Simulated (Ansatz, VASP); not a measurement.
## TaH5 in VASP and in Ansatz

The input INCAR:

```
SYSTEM = TaH5
  PREC = Accurate
  ENCUT = 600
  EDIFF = 1E-6
  ISMEAR = 0
  SIGMA = 0.1
  LREAL = .False.
  LASPH = .True.
  NELM = 80
  ALGO = Normal
  ISIF = 3
  LWAVE = .False.
  LCHARG = .False.
  GGA = PE
  IBRION = 2
  NSW = 90
  EDIFFG = -0.04
```

File KPOINTS:

```
regular mesh
0
Gamma
  6 6 6
  0 0 0
```

Contents of POSCAR:

```
TaH5
1.0
    3.5794351134      0.0000000000      0.0000000000
   -1.7897175567      3.0998817394      0.0000000000
    0.0000000000      0.0000000000      3.0913096899
Ta H
1 5
Direct
    0.0000000000      0.0000000000      0.5000000000
    0.6904646350      0.0000000000      0.0000000000
    0.3095353650      0.3095353650      0.0000000000
    0.0000000000      0.6904646350      0.0000000000
    0.6666666667      0.3333333333      0.5000000000
    0.3333333333      0.6666666667      0.5000000000
```

Input for Ansatz:

```yaml
crystal:
  lattice:
    - [3.5794351134, 0.0, 0.0]
    - [-1.7897175567, 3.0998817394, 0.0]
    - [0.0, 0.0, 3.0913096899]
  atoms:
    - { symbol: Ta, position: [0.0, 0.0, 0.5] }
    - { symbol: H, position: [0.690464635, 0.0, 0.0] }
    - { symbol: H, position: [0.309535365, 0.309535365, 0.0] }
    - { symbol: H, position: [0.0, 0.690464635, 0.0] }
    - { symbol: H, position: [0.6666666667, 0.3333333333, 0.5] }
    - { symbol: H, position: [0.3333333333, 0.6666666667, 0.5] }
basis:
  ecutwfc: 420
kpoints:
  mp_grid: { grid: [6, 6, 6] }
hamiltonian:
  xc: pbe
scf:
  occupations: { method: gaussian, width: 0.1 }
  lower_state_search: "off"
output:
  forces: true
  stress: true
  eigenvalues: true
relax:
  adjacent_minimum: "off"
  f_tol: 0.04
  max_steps: 70
  cell: { stress_tol: 0.4 }
```

Change from the starting cell: species swapped into the MgSn5 type (P-62m, No. 189).

Alike in both runs: task relaxation of cell and atoms; functional PBE; k mesh 6 × 6 × 6; occupations gaussian, width 0.1 eV; no spin polarisation.

```csv
,VASP,Ansatz
version,VASP 6.6.1,Ansatz 0.2.0
potentials or method,"VASP PAW PBE potentials, release 64 (Ta_pv, H), cutoff 600 eV","scalar-relativistic, plane waves, PAW"
valence electrons in the cell,16,18
```

|  | VASP | Ansatz | Ansatz less VASP |
| --- | --- | --- | --- |
| gap on the k mesh at the Fermi level, each at its own relaxed structure (eV) | none | none | - |
| relaxed volume (Å³/atom) | 5.70 | 5.72 | +0.022 |
| relaxed cell length with the largest relative difference (Å) | 3.559 | 3.568 | +0.0083 |

A gap of «none» marks a metal or a gap that the smearing closes. VASP's potentials hold 16 valence electrons a cell and Ansatz's 18, so a difference there can come from the potentials and not from the codes.

Spin-orbit coupling is off throughout.
